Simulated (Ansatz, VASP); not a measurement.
# One calculation of NiSb, two programs

File INCAR:

```
SYSTEM = NiSb
PREC = Accurate
ENCUT = 600
EDIFF = 1E-6
ISMEAR = 0
SIGMA = 0.1
LREAL = .False.
LASPH = .True.
NELM = 120
ALGO = Normal
ISIF = 2
LWAVE = .False.
LCHARG = .True.
GGA = PE
LELF = .True.
LVHAR = .True.
NBANDS = 23
GGA_COMPAT = .False.
```

File KPOINTS:

```
regular mesh
0
Gamma
  3 3 1
  0 0 0
```

File POSCAR:

```
NiSb
1.0
    3.9399999606      0.0000000000      0.0000000000
   -1.9699999803      3.4121400568      0.0000000000
    0.0000000000      0.0000000000      5.1400000000
Ni Sb
2 2
Direct
    0.0000000000      0.0000000000      0.0000000000
    0.0000000000      0.0000000000      0.5000000000
    0.3333333333      0.6666666667      0.2500000000
    0.6666666667      0.3333333333      0.7500000000
```

Input for Ansatz:

```yaml
crystal:
  lattice:
    - [3.9399999606, 0.0, 0.0]
    - [-1.9699999803, 3.4121400568, 0.0]
    - [0.0, 0.0, 5.14]
  atoms:
    - { symbol: Ni, position: [0.0, 0.0, 0.0] }
    - { symbol: Ni, position: [0.0, 0.0, 0.5] }
    - { symbol: Sb, position: [0.3333333333, 0.6666666667, 0.25] }
    - { symbol: Sb, position: [0.6666666667, 0.3333333333, 0.75] }
basis:
  ecutwfc: 490
kpoints:
  mp_grid: { grid: [3, 3, 1] }
hamiltonian:
  xc: pbe
scf:
  occupations: { method: gaussian, width: 0.1 }
  n_extra_bands: 2
output:
  forces: true
  stress: true
  eigenvalues: true
```

Alike in both runs: task single point; functional PBE; k mesh 3 × 3 × 1; occupations gaussian, width 0.1 eV; no spin polarisation.

|  | VASP | Ansatz |
| --- | --- | --- |
| version | VASP 6.6.1 | Ansatz 0.2.0 |
| potentials or method | VASP PAW PBE potentials, release 64 (Ni, Sb), cutoff 600 eV | scalar-relativistic, plane waves, PAW |
| valence electrons in the cell | 30 | 66 |

|  | VASP | Ansatz | Ansatz less VASP |
| --- | --- | --- | --- |
| gap on the k mesh at the Fermi level (eV) | none | none | - |
| pressure (GPa) | 0.9 | 1.1 | +0.20 |
| traceless stress, the component that is largest in VASP (GPa) | 15.82 | 15.73 | -0.090 |

A gap of «none» marks a metal or a gap that the smearing closes. VASP's potentials hold 30 valence electrons a cell and Ansatz's 66, so a difference there can come from the potentials and not from the codes.

The k mesh is coarse, so the values compare programs but aren't converged. Neither program's run includes spin-orbit coupling.
